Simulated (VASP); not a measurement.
# Mn in VASP: notebook

The runs below take Mn through single point, relaxation of cell and atoms, with PBE.

Everything below comes from runs of VASP 6.6.1. Logs are shortened: lines on timing, memory, paths and dates and some standing lists are left out, and cuts for length are marked.

### 1 The cell of the first run

It takes space group Fm-3m (No. 225, cubic). The conventional cell has a = 3.502 Å, b = 3.502 Å, c = 3.502 Å, α = 90.00°, β = 90.00°, γ = 90.00°. Mn (site symmetry m-3m) has 12 Mn at 2.48 Å within 3.3 Å.

This isn't the form of Mn at room conditions, which is a 58-atom cubic cell.

### 2 Single point, PBE, non-collinear spin, typed start, spin-orbit coupling

Contents of INCAR:

```
SYSTEM = Mn
PREC = Accurate ; ENCUT = 520
EDIFF = 1E-7 ; ISMEAR = -1
SIGMA = 0.05 ; LREAL = .FALSE.
LASPH = .TRUE. ; NELM = 150
ALGO = Normal ; ISIF = 2
LWAVE = .FALSE. ; LCHARG = .FALSE.
MAGMOM = 0 0 3 ; LORBIT = 11
LSORBIT = .TRUE. ; GGA_COMPAT = .FALSE.
LORBMOM = .TRUE. ; LMAXMIX = 4
GGA = PE ; NBANDS = 24
```

Contents of KPOINTS:

```
Automatic mesh
0
G
  15 15 15
  0 0 0
```

Contents of POSCAR:

```
Mn
1.0
    0.0000000000      1.7511769006      1.7511769006
    1.7511769006      0.0000000000      1.7511769006
    1.7511769006      1.7511769006      0.0000000000
Mn
1
Direct
    0.0000000000      0.0000000000      0.0000000000
```

Potentials or basis: VASP PAW PBE potentials, release 64 (Mn_pv).

Started as:

```console
> cat potpaw_PBE.64/Mn_pv/POTCAR > POTCAR
> mpirun -np 1 vasp_ncl > vasp.out
```

OUTCAR:

```text
SYSTEM = Mn
   PREC = Accurate
   ENCUT = 520
   EDIFF = 1E-7
   ISMEAR = -1
   LREAL = .FALSE.
   LASPH = .TRUE.
   NELM = 150
   ISIF = 2
   LORBIT = 11
   LSORBIT = .TRUE.
   GGA = PE

 ion  position               nearest neighbor table
   1  0.000  0.000  0.000-

  LATTYP: Found a face centered cubic cell.
 ALAT       =     3.5023538012

  Lattice vectors:

 A1 = (   0.0000000000,   1.7511769006,   1.7511769006)
 A2 = (   1.7511769006,   0.0000000000,   1.7511769006)
 A3 = (   1.7511769006,   1.7511769006,   0.0000000000)

Analysis of symmetry for initial positions (statically):
=====================================================================
 Subroutine PRICEL returns:
 Original cell was already a primitive cell.

 Routine SETGRP: Setting up the symmetry group for a
 face centered cubic supercell.

 Subroutine GETGRP returns: Found 48 space group operations
 (whereof 48 operations were pure point group operations)
 out of a pool of 48 trial point group operations.

The static configuration has the point symmetry O_h .

Analysis of symmetry for dynamics (positions and initial velocities):
=====================================================================
 Subroutine PRICEL returns:
 Original cell was already a primitive cell.

 Routine SETGRP: Setting up the symmetry group for a
 face centered cubic supercell.

 Subroutine GETGRP returns: Found 48 space group operations
 (whereof 48 operations were pure point group operations)
 out of a pool of 48 trial point group operations.

The dynamic configuration has the point symmetry O_h .

Analysis of structural, dynamic, and magnetic symmetry:
=====================================================================
 Subroutine PRICEL returns:
 Original cell was already a primitive cell.

 Routine SETGRP: Setting up the symmetry group for a
 face centered cubic supercell.

 Subroutine GETGRP returns: Found  8 space group operations
 (whereof  8 operations were pure point group operations)
 out of a pool of 48 trial point group operations.

The overall configuration has the point symmetry C_4h.

 Subroutine INISYM returns: Found  8 space group operations
 (whereof  8 operations are pure point group operations),
 and found     1 'primitive' translations

----------------------------------------------------------------------------------------

                                     Primitive cell

  volume of cell :      10.7404

  direct lattice vectors                    reciprocal lattice vectors
     0.000000000  1.751176901  1.751176901    -0.285522268  0.285522268  0.285522268
     1.751176901  0.000000000  1.751176901     0.285522268 -0.285522268  0.285522268
     1.751176901  1.751176901  0.000000000     0.285522268  0.285522268 -0.285522268

  length of vectors
     2.476538123  2.476538123  2.476538123     0.494539075  0.494539075  0.494539075

  position of ions in fractional coordinates (direct lattice)
     0.000000000  0.000000000  0.000000000

  ion indices of the primitive-cell ions
   primitive index   ion index
                 1           1

----------------------------------------------------------------------------------------

 KPOINTS: Automatic mesh

Automatic generation of k-mesh.
 Grid dimensions read from file:
 generate k-points for:   15   15   15

 Generating k-lattice:

  Cartesian coordinates                     Fractional coordinates (reciprocal lattice)
    -0.019034818  0.019034818  0.019034818     0.066666667  0.000000000  0.000000000
     0.019034818 -0.019034818  0.019034818     0.000000000  0.066666667  0.000000000
     0.019034818  0.019034818 -0.019034818     0.000000000  0.000000000  0.066666667

  Length of vectors
     0.032969272  0.032969272  0.032969272

  Shift w.r.t. Gamma in fractional coordinates (k-lattice)
     0.000000000  0.000000000  0.000000000

 Subroutine IBZKPT returns following result:
 ===========================================

 Found    456 irreducible k-points:

 Following reciprocal coordinates:
            Coordinates               Weight
  0.000000  0.000000  0.000000      1.000000
  0.066667  0.000000  0.000000      8.000000
  0.133333  0.000000  0.000000      8.000000
  0.200000  0.000000  0.000000      8.000000
  0.266667  0.000000  0.000000      8.000000
  0.333333  0.000000  0.000000      8.000000
[... 16 lines left out ...]
  0.400000  0.066667  0.000000      8.000000
  0.000000  0.400000  0.066667      8.000000
 [... further k-points ...]
   k-points           NKPTS =    456   k-points in BZ     NKDIM =    456   number of bands    NBANDS=     24
   number of dos      NEDOS =    301   number of ions     NIONS =      1
   total plane-waves  NPLWV =   5832
   dimension x,y,z NGX =    18 NGY =   18 NGZ =   18
   dimension x,y,z NGXF=    36 NGYF=   36 NGZF=   36
   ions per type =               1
   NGX,Y,Z   is equivalent  to a cutoff of  12.08, 12.08, 12.08 a.u.
   NGXF,Y,Z  is equivalent  to a cutoff of  24.17, 24.17, 24.17 a.u.
 SYSTEM =  Mn
   PREC   = accura    normal or accurate (medium, high low for compatibility)
   ISTART =      0    job   : 0-new  1-cont  2-samecut
   ICHARG =      2    charge: 1-file 2-atom 10-const
   ISPIN  =      1    spin polarized calculation?
   LNONCOLLINEAR =      T non collinear calculations
   LSORBIT =      T    spin-orbit coupling
   LASPH  =      T    aspherical Exc in radial PAW
   ENCUT  =  520.0 eV  38.22 Ry    6.18 a.u.   4.60  4.60  4.60*2*pi/ulx,y,z
   NELM   =    150;   NELMIN=  2; NELMDL= -5     # of ELM steps
   EDIFF  = 0.1E-06   stopping-criterion for ELM
   LREAL  =      F    real-space projection
   EDIFFG = 0.1E-05   stopping-criterion for IOM
   NSW    =      0    number of steps for IOM
   IBRION =     -1    ionic relax: 0-MD 1-quasi-New 2-CG
   NFREE  =      0    steps in history (QN), initial steepest desc. (CG)
   ISIF   =      2    stress and relaxation
   ISYM   =      2    0-nonsym 1-usesym 2-fastsym
   POTIM  = 0.5000    time-step for ionic-motion
   TEBEG  =    0.0;   TEEND  =   0.0 temperature during run
   PSTRESS=    0.0 pullay stress
   NELECT =      13.0000    total number of electrons
   NUPDOWN=      -1.0000    fix difference up-down
   EMIN   =  10.00;   EMAX   =-10.00  energy-range for DOS
   EFERMI =   0.00;   METHOD = LEGACY
   ISMEAR =    -1;   SIGMA  =   0.05  broadening in eV -4-tet -1-fermi 0-gaus
   EFERMI_NEDOS =   21; number of points for ismear=-14 and -15
   IALGO  =     38    algorithm
   IMIX   =      4    mixing-type and parameters
     AMIX     =   0.40;   BMIX     =  1.00
     AMIX_MAG =   1.60;   BMIX_MAG =  1.00
  volume/ion in A,a.u.               =      10.74        72.48
  Fermi-wavevector in a.u.,A,eV,Ry     =   1.744681  3.296968 41.414915  3.043910
  Thomas-Fermi vector in A             =   2.816514
   LORBIT       =     11    0 simple, 1 ext, 2 COOP (PROOUT), +10 PAW based schemes
   GGA     = PE    functional components
   LHFCALC =     F    Hartree Fock is set to
   AEXX    =    0.0000 exact exchange contribution
   IVDW    =     0    specifies the selected vdW correction
   LEPSILON=     F    determine dielectric tensor
   LRPA    =     F    only Hartree local field effects (RPA)
  energy-cutoff  :      520.00
  volume of cell :       10.74
 maximum number of plane-waves:       604
   NGX =  9   NGY =  9   NGZ =  9

 number of electron      12.9999999 magnetization      -0.0000000      0.0000000      0.0119826

 number of electron      12.9999999 magnetization       0.0000000      0.0000000      0.0007262

 number of electron      12.9999999 magnetization      -0.0000000      0.0000000     -0.0002142

 number of electron      12.9999999 magnetization      -0.0000000     -0.0000000     -0.0001314

 Free energy of the ion-electron system (eV)
  ---------------------------------------------------
  ext. energy  EPLUGINS =         0.00000000
  ---------------------------------------------------
  free energy    TOTEN  =        -8.93767165 eV

  energy without entropy =       -8.92567126  energy(sigma->0) =       -8.93167145

 E-fermi :  10.5056     XC(G=0): -14.0251

 val. band max:       10.5048822892   @ k =   0.0000  -0.2000   0.2000
 cond. band min:      10.5105586505   @ k =  -0.2667   0.2667  -0.2000
 fundamental gap:      0.0056763613
 Fermi energy:        10.5056351209

 k-point     1 :       0.0000    0.0000    0.0000
  band No.  band energies     occupation
      1     -37.9990      1.00000
      2     -37.9990      1.00000
      3     -36.7234      1.00000
      4     -36.7233      1.00000
      5     -36.7232      1.00000
      6     -36.7232      1.00000
[... 16 lines left out ...]
     23      37.7472      0.00000
     24      37.7472      0.00000

 k-point     2 :       0.0667    0.0000    0.0000
  band No.  band energies     occupation
      1     -38.0126      1.00000
      2     -38.0125      1.00000
      3     -36.7479      1.00000
      4     -36.7478      1.00000
      5     -36.7278      1.00000
      6     -36.7277      1.00000
[... 16 lines left out ...]
     23      37.7179      0.00000
     24      37.7329      0.00000

 k-point     3 :       0.1333    0.0000    0.0000
  band No.  band energies     occupation
      1     -38.0523      1.00000
      2     -38.0522      1.00000
      3     -36.8154      1.00000
      4     -36.8153      1.00000
      5     -36.7403      1.00000
      6     -36.7402      1.00000
[... 16 lines left out ...]
     23      37.7507      0.00000
     24      37.7642      0.00000
[... 514 lines left out ...]
 k-point    23 :       0.4000    0.0667    0.0000
  band No.  band energies     occupation
      1     -38.3240      1.00000
      2     -38.3239      1.00000
      3     -37.1446      1.00000
      4     -37.1445      1.00000
      5     -36.8253      1.00000
      6     -36.8252      1.00000
[... 16 lines left out ...]
     23      35.1937      0.00000
     24      35.1938      0.00000

 k-point    24 :       0.0000    0.4000    0.0667
  band No.  band energies     occupation
      1     -38.3240      1.00000
      2     -38.3239      1.00000
      3     -37.1446      1.00000
      4     -37.1445      1.00000
      5     -36.8253      1.00000
      6     -36.8252      1.00000
[... 16 lines left out ...]
     23      35.1937      0.00000
     24      35.1938      0.00000

 [... further k-points ...]

------------------------ aborting loop because EDIFF is reached ----------------------------------------

  FORCE on cell =-STRESS in cart. coord.  units (eV):
  Direction    XX          YY          ZZ          XY          YZ          ZX
  --------------------------------------------------------------------------------------
  -------------------------------------------------------------------------------------
  Total       -0.0043830     -0.0043830     -0.0043845     -0.0000004      0.0000000      0.0000000
  in kB       -0.6538270     -0.6538270     -0.6540559     -0.0000597      0.0000000      0.0000000
  external PRESSURE =      -0.6539033 kB  Pullay stress =       0.0000000 kB

 VOLUME and BASIS-vectors are now :
 -----------------------------------------------------------------------------
  energy-cutoff  :      520.00
  volume of cell :       10.74
      direct lattice vectors                 reciprocal lattice vectors
     0.000000000  1.751176901  1.751176901    -0.285522268  0.285522268  0.285522268
     1.751176901  0.000000000  1.751176901     0.285522268 -0.285522268  0.285522268
     1.751176901  1.751176901  0.000000000     0.285522268  0.285522268 -0.285522268

 POSITION                                       TOTAL-FORCE (eV/Angst)
 -----------------------------------------------------------------------------------
      0.00000      0.00000      0.00000         0.000000      0.000000      0.000000
 -----------------------------------------------------------------------------------
    total drift:                                0.000000      0.000000      0.000000

  FREE ENERGIE OF THE ION-ELECTRON SYSTEM (eV)
  ---------------------------------------------------
  free  energy   TOTEN  =        -8.9376716460 eV

  energy  without entropy=       -8.9256712612  energy(sigma->0) =       -8.93167145

 orbital moment (x)

 # of ion     p       d       tot
 ----------------------------------------
  1         0.000  -0.000  -0.000
 ----------------------------------------
            0.000  -0.000  -0.000

 orbital moment (y)

 # of ion     p       d       tot
 ----------------------------------------
  1         0.000  -0.000  -0.000
 ----------------------------------------
            0.000  -0.000  -0.000

 orbital moment (z)

 # of ion     p       d       tot
 ----------------------------------------
  1         0.000  -0.000  -0.000
 ----------------------------------------
            0.000  -0.000  -0.000

 Spin-Orbit-Coupling matrix elements

 Ion:    1  E_soc:     -0.0296739
 l=   1
     0.0000000    -0.0035885    -0.0035885
    -0.0035885     0.0000000    -0.0035885
    -0.0035885    -0.0035885     0.0000000
 l=   2
     0.0000000    -0.0002396     0.0000000    -0.0002396    -0.0011175
    -0.0002396     0.0000000    -0.0008381    -0.0002396    -0.0002794
     0.0000000    -0.0008381     0.0000000    -0.0008381     0.0000000
    -0.0002396    -0.0002396    -0.0008381     0.0000000    -0.0002794
    -0.0011175    -0.0002794     0.0000000    -0.0002794     0.0000000
 l=   3
     0.0000000     0.0000000     0.0000000     0.0000000     0.0000000     0.0000000     0.0000000
     0.0000000     0.0000000     0.0000000     0.0000000     0.0000000     0.0000000     0.0000000
     0.0000000     0.0000000     0.0000000     0.0000000     0.0000000     0.0000000     0.0000000
     0.0000000     0.0000000     0.0000000     0.0000000     0.0000000     0.0000000     0.0000000
     0.0000000     0.0000000     0.0000000     0.0000000     0.0000000     0.0000000     0.0000000
     0.0000000     0.0000000     0.0000000     0.0000000     0.0000000     0.0000000     0.0000000
     0.0000000     0.0000000     0.0000000     0.0000000     0.0000000     0.0000000     0.0000000

 total charge

# of ion       s       p       d       tot
------------------------------------------
    1        0.427   6.406   5.150  11.983

 magnetization (x)

# of ion       s       p       d       tot
------------------------------------------
    1        0.000   0.000   0.000   0.000

 magnetization (y)

# of ion       s       p       d       tot
------------------------------------------
    1        0.000   0.000   0.000   0.000

 magnetization (z)

# of ion       s       p       d       tot
------------------------------------------
    1        0.000  -0.000  -0.000  -0.000
```

It took 3.4 min on 1 thread of AMD EPYC 9R45 (Zen 5), shared host; peak memory 0.24 GiB.

What came out:

| Property | Result |
| --- | --- |
| Free energy | -8.9377 eV |
| Pressure | -0.1 GPa |
| Net moment | 0.00 μB per cell |
| Valence electrons inside the program's atomic spheres | Mn 11.98 |

Moments on the atoms (μB; x, y, z):
```
Mn  0.00 0.00 0.00
```

### 3 Single point, PBE, collinear spin, antiferromagnetic start (10.07 Å³/atom)

Contents of INCAR:

```
SYSTEM = Mn
ALGO = Normal
EDIFF = 1E-6
ENCUT = 520
GGA = PE
ISIF = 2
ISMEAR = -1
ISPIN = 2
LASPH = .TRUE.
LCHARG = .FALSE.
LMAXMIX = 4
LORBIT = 11
LREAL = .FALSE.
LWAVE = .FALSE.
MAGMOM = 1.799 -1.799
NBANDS = 24
NELM = 150
PREC = Accurate
SIGMA = 0.05
```

Contents of KPOINTS:

```
k-points
0
G
  14 14 10
  0 0 0
```

Contents of POSCAR:

```
Mn
1.0
    2.4647995700      0.0000000000      0.0000000000
    0.0000000000      2.4647995700      0.0000000000
    0.0000000000      0.0000000000      3.3138062783
Mn
2
Direct
    1.0000000000      0.0000000000      0.0000000000
    0.5000000000      0.5000000000      0.5000000000
```

Potentials or basis: VASP PAW PBE potentials, release 64 (Mn_pv).

Started as:

```console
> cat potpaw_PBE.64/Mn_pv/POTCAR > POTCAR
> mpirun -np 1 vasp_std > vasp.out
```

Wall time 99 s (1 thread of AMD EPYC 9R45 (Zen 5), shared host); peak memory 0.21 GiB.

The run converged. Its results:

```yaml
Free_energy: -17.7531 eV
Pressure: 25.2 GPa
Band_gap_on_the_k_mesh: zero (filled and empty bands overlap)
Net_moment: 0.00 μB per cell
Site_moments: Mn +0.85, -0.85 μB
Valence_electrons_inside_the_program's_atomic_spheres: Mn 12.12
```

Stress tensor (GPa, compression positive):
```
23.71  0.00  0.00
 0.00 23.71  0.00
 0.00  0.00 28.32
```

Levels at points of the mesh, in eV from the Fermi level:
Spin up:
```
           k point  band 10  band 11  band 12  band 13  band 14  band 15  band 16  band 17
(0.00, 0.00, 0.00)    -1.41    -1.41    -0.87     0.21     0.89     2.09     2.32     2.32
(0.50, 0.00, 0.00)    -2.43    -1.86    -1.77    -0.79     0.07     0.23     0.88     3.44
(0.50, 0.50, 0.00)    -4.23     1.69     1.79     2.09     2.39     2.43     2.43     3.38
(0.00, 0.00, 0.50)    -2.54    -0.53    -0.31    -0.31     0.23     0.45     0.45     0.56
(0.50, 0.00, 0.50)    -1.54    -1.37    -0.81     0.57     0.63     1.60     2.06     2.10
(0.50, 0.50, 0.50)    -2.67    -2.13    -2.13     0.03     0.94     1.80     2.40    10.53
```
Spin down:
| k point | band 9 | band 10 | band 11 | band 12 | band 13 | band 14 | band 15 | band 16 | band 17 | band 18 |
| --- | --- | --- | --- | --- | --- | --- | --- | --- | --- | --- |
| (0.00, 0.00, 0.00) | -4.35 | -1.41 | -1.41 | -0.87 | 0.21 | 0.89 | 2.09 | 2.32 | 2.32 | 4.75 |
| (0.50, 0.00, 0.00) | -2.46 | -2.43 | -1.86 | -1.77 | -0.79 | 0.07 | 0.23 | 0.88 | 3.44 | 3.99 |
| (0.50, 0.50, 0.00) | -4.23 | -4.23 | 1.69 | 1.79 | 2.09 | 2.39 | 2.43 | 2.43 | 3.38 | 3.38 |
| (0.00, 0.00, 0.50) | -3.02 | -2.54 | -0.53 | -0.31 | -0.31 | 0.23 | 0.45 | 0.45 | 0.56 | 1.67 |
| (0.50, 0.00, 0.50) | -1.79 | -1.54 | -1.37 | -0.81 | 0.57 | 0.63 | 1.60 | 2.06 | 2.10 | 2.11 |
| (0.50, 0.50, 0.50) | -2.67 | -2.67 | -2.13 | -2.13 | 0.03 | 0.94 | 1.80 | 2.40 | 10.53 | 10.53 |

Caveat: the cell stands under pressure.

(Continued in part 2 of 2.)
